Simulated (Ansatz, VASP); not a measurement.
# Two plane-wave programs on BAs

INCAR

```
PREC     = Accurate       # precision mode
ENCUT    = 520            # plane-wave cutoff, eV
EDIFF    = 1E-6           # SCF threshold, eV
ISMEAR   = -1             # smearing method
SIGMA    = 0.05           # smearing width, eV
LREAL    = F              # projectors in reciprocal space
LASPH    = T              # aspherical terms in the spheres
NELM     = 60             # most SCF steps
ALGO     = Normal         # electronic algorithm
ISIF     = 2              # what is computed and relaxed
LWAVE    = F              # write WAVECAR
LCHARG   = F              # write CHGCAR
GGA      = RP             # functional
IVDW     = 13             # dispersion correction
NBANDS   = 11             # bands
```

KPOINTS

```
regular mesh
0
Gamma
  10 10 10
```

POSCAR

```
BAs
1.0
    0.0000000000      2.3562190158      2.3562190158
    2.3562190158      0.0000000000      2.3562190158
    2.3562190158      2.3562190158      0.0000000000
As B
1 1
Direct
    0.7500000000      0.7500000000      0.7500000000
    0.0000000000      0.0000000000      0.0000000000
```

File input.yaml:

```yaml
crystal:
  lattice:
    - [0.0, 2.3562190158, 2.3562190158]
    - [2.3562190158, 0.0, 2.3562190158]
    - [2.3562190158, 2.3562190158, 0.0]
  atoms:
    - { symbol: As, position: [0.75, 0.75, 0.75] }
    - { symbol: B, position: [0.0, 0.0, 0.0] }
hamiltonian:
  xc: rpbe
  pseudopotentials: { kind: paw }
  dispersion: d4
kpoints:
  mp_grid: { grid: [10, 10, 10] }
scf:
  occupations: { method: fermi_dirac, width: 0.05 }
output:
  forces: true
  stress: true
  eigenvalues: true
  write_density: true
  write_potential: true
  elf: true
  volumetric_format: npy
```

Alike in both runs: task single point; functional RPBE; dispersion D4; k mesh 10 × 10 × 10; occupations fermi-dirac, width 0.05 eV; no spin polarisation.

|  | VASP | Ansatz |
| --- | --- | --- |
| version | VASP 6.6.1 | Ansatz 0.2.0 |
| potentials or method | VASP PAW PBE potentials, release 64 (As, B) | Ansatz PAW |
| plane-wave cutoff (eV) | 520 | 420 |
| valence electrons in the cell | 8 | 18 |

```csv
,VASP,Ansatz,Ansatz less VASP
gap on the k mesh at the Fermi level (eV),1.16,1.17,+0.011
least direct gap on the mesh (eV),3.33,3.33,+0.007
pressure (GPa),1.6,0.9,-0.71
```

VASP's potentials were made for PBE, not for RPBE. VASP's potentials hold 8 valence electrons a cell and Ansatz's 18, so a difference there can come from the potentials and not from the codes.
